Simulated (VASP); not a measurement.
# Pd in VASP: further runs

The runs below take Pd through single point, with PBEsol.

Program: VASP 6.6.1. These are calculated values, not measurements. Logs are shortened: lines on timing, memory, paths and dates and some standing lists are left out, and cuts for length are marked.

## Step 1: The cell of the first run

The cell holds a slab with vacuum, 7 atoms: a = 2.740 Å, b = 2.740 Å, c = 29.422 Å, α = 90.00°, β = 90.00°, γ = 60.00°.

## Step 2: Single point, PBEsol

The input, INCAR:

```
SYSTEM = Pd
PREC = Accurate
ENCUT = 520
EDIFF = 1E-7
ISMEAR = 1
SIGMA = 0.1
LREAL = .FALSE.
LASPH = .TRUE.
NELM = 100
ALGO = Normal
ISIF = 2
LWAVE = .FALSE.
LCHARG = .FALSE.
LDIPOL = .TRUE.
IDIPOL = 3
DIPOL = 0.5 0.5 0.500
GGA = PS
NBANDS = 44
```

The input, KPOINTS:

```
regular mesh
0
G
  14 14 1
  0 0 0
```

The input, POSCAR:

```
Pd
1.0
    2.7397185240      0.0000000000      0.0000000000
    1.3698592620      2.3726658410      0.0000000000
    0.0000000000      0.0000000000     29.4218248460
Pd
7
Direct
    0.0000000000      0.0000000000      0.2719069956
    0.3333333333      0.3333333333      0.3479379971
    0.6666666667      0.6666666667      0.4239689985
    0.0000000000      0.0000000000      0.5000000000
    0.3333333333      0.3333333333      0.5760310015
    0.6666666667      0.6666666667      0.6520620029
    0.0000000000      0.0000000000      0.7280930044
```

Potentials or basis: VASP PAW PBE potentials, release 64 (Pd).

Command:

```console
cat potpaw_PBE.64/Pd/POTCAR > POTCAR
mpirun -np 1 vasp_std > vasp.out
```

OUTCAR:

```text
SYSTEM = Pd
   PREC = Accurate
   ENCUT = 520
   EDIFF = 1E-7
   ISMEAR = 1
   LREAL = .FALSE.
   LASPH = .TRUE.
   NELM = 100
   ISIF = 2
   GGA = PS

 ion  position               nearest neighbor table
   1  0.000  0.000  0.272-   2 2.74   2 2.74   2 2.74
   2  0.333  0.333  0.348-   3 2.74   3 2.74   3 2.74   1 2.74   1 2.74   1 2.74
   3  0.667  0.667  0.424-   2 2.74   2 2.74   2 2.74   4 2.74   4 2.74   4 2.74
   4  0.000  0.000  0.500-   3 2.74   5 2.74   3 2.74   5 2.74   3 2.74   5 2.74
   5  0.333  0.333  0.576-   6 2.74   6 2.74   6 2.74   4 2.74   4 2.74   4 2.74
   6  0.667  0.667  0.652-   5 2.74   5 2.74   5 2.74   7 2.74   7 2.74   7 2.74
   7  0.000  0.000  0.728-   6 2.74   6 2.74   6 2.74

  LATTYP: Found a hexagonal cell.
 ALAT       =     2.7397185240
 C/A-ratio  =    10.7389954801

  Lattice vectors:

 A1 = (  -1.3698592620,  -2.3726658410,   0.0000000000)
 A2 = (   2.7397185240,   0.0000000000,   0.0000000000)
 A3 = (   0.0000000000,   0.0000000000,  29.4218248460)

Analysis of symmetry for initial positions (statically):
=====================================================================
 Subroutine PRICEL returns:
 Original cell was already a primitive cell.

 Routine SETGRP: Setting up the symmetry group for a
 hexagonal supercell.

 Subroutine GETGRP returns: Found 12 space group operations
 (whereof 12 operations were pure point group operations)
 out of a pool of 24 trial point group operations.

The static configuration has the point symmetry D_3d.

Analysis of symmetry for dynamics (positions and initial velocities):
=====================================================================
 Subroutine PRICEL returns:
 Original cell was already a primitive cell.

 Routine SETGRP: Setting up the symmetry group for a
 hexagonal supercell.

 Subroutine GETGRP returns: Found 12 space group operations
 (whereof 12 operations were pure point group operations)
 out of a pool of 24 trial point group operations.

The dynamic configuration has the point symmetry D_3d.

 Subroutine INISYM returns: Found 12 space group operations
 (whereof 12 operations are pure point group operations),
 and found     1 'primitive' translations

----------------------------------------------------------------------------------------

                                     Primitive cell

  volume of cell :     191.2547

[... 107 lines left out ...]
   PSTRESS=    0.0 pullay stress
   NELECT =      70.0000    total number of electrons
   NUPDOWN=      -1.0000    fix difference up-down
   EMIN   =  10.00;   EMAX   =-10.00  energy-range for DOS
   EFERMI =   0.00;   METHOD = LEGACY
   ISMEAR =     1;   SIGMA  =   0.10  broadening in eV -4-tet -1-fermi 0-gaus
   EFERMI_NEDOS =   21; number of points for ismear=-14 and -15
   IALGO  =     38    algorithm
   IMIX   =      4    mixing-type and parameters
     AMIX     =   0.40;   BMIX     =  1.00
     AMIX_MAG =   1.60;   BMIX_MAG =  1.00
  volume/ion in A,a.u.               =      27.32       184.38
  Fermi-wavevector in a.u.,A,eV,Ry     =   1.171036  2.212937 18.658004  1.371325
  Thomas-Fermi vector in A             =   2.307485
   LORBIT       =      0    0 simple, 1 ext, 2 COOP (PROOUT), +10 PAW based schemes
   GGA     = PS    functional components
   LHFCALC =     F    Hartree Fock is set to
   AEXX    =    0.0000 exact exchange contribution
   IVDW    =     0    specifies the selected vdW correction
   LEPSILON=     F    determine dielectric tensor
   LRPA    =     F    only Hartree local field effects (RPA)
 non-spin polarized calculation
 Methfessel and Paxton  Order N= 1 SIGMA  =   0.10
  energy-cutoff  :      520.00
  volume of cell :      191.25
 maximum number of plane-waves:      5187
   NGX = 11   NGY = 11   NGZ =109

 dipolmoment           0.000000      0.000000      0.000000 electrons x Angstroem

 number of electron      70.0000000 magnetization

 dipolmoment           0.000000      0.000000     -0.000000 electrons x Angstroem

 Free energy of the ion-electron system (eV)
  ---------------------------------------------------
  ext. energy  EPLUGINS =         0.00000000
  ---------------------------------------------------
  free energy    TOTEN  =       -40.32082433 eV

  energy without entropy =      -40.31344516  energy(sigma->0) =      -40.31836461

 E-fermi :   2.7361     XC(G=0):  -7.7447

 val. band max:        2.7350493066   @ k =   0.1429  -0.0000   0.0000
 cond. band min:       2.7433392782   @ k =   0.3571   0.0714   0.0000
 fundamental gap:      0.0082899717
 Fermi energy:         2.7360846211

 k-point     1 :       0.0000    0.0000    0.0000
  band No.  band energies     occupation
      1      -4.4346      2.00000
      2      -3.9423      2.00000
      3      -3.2765      2.00000
      4      -2.7454      2.00000
      5      -2.6800      2.00000
      6      -2.4171      2.00000
[... 1117 lines left out ...]
     43      10.1432      0.00000
     44      10.5843      0.00000

------------------------ aborting loop because EDIFF is reached ----------------------------------------

 vacuum level on the upper side and lower side of the slab       (xc-potential included)        -0.103        -0.103

  FORCE on cell =-STRESS in cart. coord.  units (eV):
  Direction    XX          YY          ZZ          XY          YZ          ZX
  --------------------------------------------------------------------------------------
  -------------------------------------------------------------------------------------
  Total       -2.6078396     -2.6078396     -0.2150257      0.0000000      0.0000000      0.0000000
  in kB      -21.8463720    -21.8463720     -1.8013118      0.0000000      0.0000000      0.0000000
  external PRESSURE =     -15.1646853 kB  Pullay stress =       0.0000000 kB

 VOLUME and BASIS-vectors are now :
 -----------------------------------------------------------------------------
  energy-cutoff  :      520.00
  volume of cell :      191.25
      direct lattice vectors                 reciprocal lattice vectors
     2.739718524  0.000000000  0.000000000     0.365001000 -0.210733425  0.000000000
     1.369859262  2.372665841  0.000000000     0.000000000  0.421466851  0.000000000
     0.000000000  0.000000000 29.421824846     0.000000000  0.000000000  0.033988374

 POSITION                                       TOTAL-FORCE (eV/Angst)
 -----------------------------------------------------------------------------------
      0.00000      0.00000      8.00000         0.000000      0.000000     -0.049741
      1.36986      0.79089     10.23697         0.000000     -0.000000      0.093535
      2.73972      1.58178     12.47394         0.000000     -0.000000     -0.005517
      0.00000      0.00000     14.71091         0.000000      0.000000     -0.000000
      1.36986      0.79089     16.94788        -0.000000      0.000000      0.005517
      2.73972      1.58178     19.18485        -0.000000      0.000000     -0.093535
      0.00000      0.00000     21.42182        -0.000000     -0.000000      0.049741
 -----------------------------------------------------------------------------------
    total drift:                               -0.000000      0.000000     -0.000000

  FREE ENERGIE OF THE ION-ELECTRON SYSTEM (eV)
  ---------------------------------------------------
  free  energy   TOTEN  =       -40.3208243332 eV

  energy  without entropy=      -40.3134451627  energy(sigma->0) =      -40.31836461

 vacuum level on the upper side and lower side of the slab         8.024         8.024
```

stdout:

```text
POSCAR found type information on POSCAR Pd
 POSCAR found :  1 types and       7 ions
 scaLAPACK will be used
 -----------------------------------------------------------------------------
|                                                                             |
|                                                                             |
|     You enforced a specific xc type in the INCAR file but a different       |
|     I HOPE YOU KNOW WHAT YOU ARE DOING!                                     |
|                                                                             |
 -----------------------------------------------------------------------------

 LDA part: xc-table for (Slater+PW92), standard interpolation
 POSCAR, INCAR and KPOINTS ok, starting setup
 FFT: planning ... GRIDC
 FFT: planning ... GRID_SOFT
 FFT: planning ... GRID
 WAVECAR not read
 entering main loop
```

Run time: 12 min. Hardware: 1 thread of Intel Xeon 8259CL, shared host; peak memory 0.37 GiB.

What came out:

| Quantity | Value |
| --- | --- |
| Free energy | -40.3208 eV |
| Largest force | 0.094 eV/Å |
| Band gap on the k mesh | zero (bands 35 and 36 overlap by 1.00 eV) |

Forces in eV/Å, atoms in the order of the input:
```
Pd   0.000  0.000 -0.050
Pd   0.000  0.000  0.094
Pd   0.000  0.000 -0.006
Pd   0.000  0.000  0.000
Pd   0.000  0.000  0.006
Pd   0.000  0.000 -0.094
Pd   0.000  0.000  0.050
```

Levels at points of the mesh, in eV from the Fermi level:
| k point | band 33 | band 34 | band 35 | band 36 | band 37 | band 38 |
| --- | --- | --- | --- | --- | --- | --- |
| (0.00, 0.00, 0.00) | -0.85 | -0.85 | -0.52 | -0.49 | -0.49 | -0.18 |
| (0.50, 0.00, 0.00) | 0.23 | 0.32 | 0.34 | 1.40 | 2.30 | 3.10 |

Caveat: the PAW data sets were made with another functional, which shifts forces and pressure a little.

## Step 3: Single point, PBEsol

This run uses another cell than the first one: it holds 12 atoms, not 7.

The input, INCAR:

```
ALGO = Normal
DIPOL = 0.5 0.5 0.500
EDIFF = 1E-6
ENCUT = 520
GGA = PS
IDIPOL = 3
ISIF = 2
ISMEAR = 1
LASPH = True
LCHARG = True
LDIPOL = True
LELF = True
LREAL = False
LVACPOTAV = True
LVHAR = True
LWAVE = False
NBANDS = 72
NELM = 80
PREC = Accurate
SIGMA = 0.1
```

The input, KPOINTS:

```
k-points
0
Gamma
  14 14 1
```

The input, POSCAR:

```
Pd
1.0
    2.7397185240      0.0000000000      0.0000000000
    1.3698592620      2.3726658410      0.0000000000
    0.0000000000      0.0000000000     40.6066788850
Pd
12
Direct
    0.3333333333      0.3333333333      0.1970119256
    0.6666666667      0.6666666667      0.2521006664
    0.0000000000      0.0000000000      0.3071894072
    0.3333333333      0.3333333333      0.3622781480
    0.6666666667      0.6666666667      0.4173668888
    0.0000000000      0.0000000000      0.4724556296
    0.3333333333      0.3333333333      0.5275443704
    0.6666666667      0.6666666667      0.5826331112
    0.0000000000      0.0000000000      0.6377218520
    0.3333333333      0.3333333333      0.6928105928
    0.6666666667      0.6666666667      0.7478993336
    0.0000000000      0.0000000000      0.8029880744
```

Potentials or basis: VASP PAW PBE potentials, release 64 (Pd).

Command:

```console
cat potpaw_PBE.64/Pd/POTCAR > POTCAR
mpirun -np 1 vasp_std > vasp.out
```

Run time: 21 min. Hardware: 1 thread of AMD EPYC 7R13 (Zen 3), shared host; peak memory 0.52 GiB.

The run converged. Its results:

```yaml
Free_energy: -70.0893 eV
Largest_force: 0.097 eV/Å
Band_gap_on_the_k_mesh: zero (bands 60 and 61 overlap by 1.12 eV)
```

Forces in eV/Å, atoms in the order of the input:
```
Pd   0.000  0.000 -0.044
Pd   0.000  0.000  0.097
Pd   0.000  0.000 -0.021
Pd   0.000  0.000 -0.008
Pd   0.000  0.000 -0.002
Pd   0.000  0.000 -0.006
Pd   0.000  0.000  0.006
Pd   0.000  0.000  0.002
Pd   0.000  0.000  0.008
Pd   0.000  0.000  0.021
Pd   0.000  0.000 -0.097
Pd   0.000  0.000  0.044
```

Levels at points of the mesh, in eV from the Fermi level:
| k point | band 56 | band 57 | band 58 | band 59 | band 60 | band 61 | band 62 | band 63 | band 64 | band 65 |
| --- | --- | --- | --- | --- | --- | --- | --- | --- | --- | --- |
| (0.00, 0.00, 0.00) | -1.04 | -1.04 | -0.85 | -0.85 | -0.62 | -0.62 | -0.51 | -0.40 | -0.40 | -0.21 |
| (0.50, 0.00, 0.00) | 0.21 | 0.21 | 0.27 | 0.33 | 0.33 | 1.15 | 1.68 | 2.25 | 2.77 | 3.21 |

Caveat: the PAW data sets were made with another functional, which shifts forces and pressure a little.
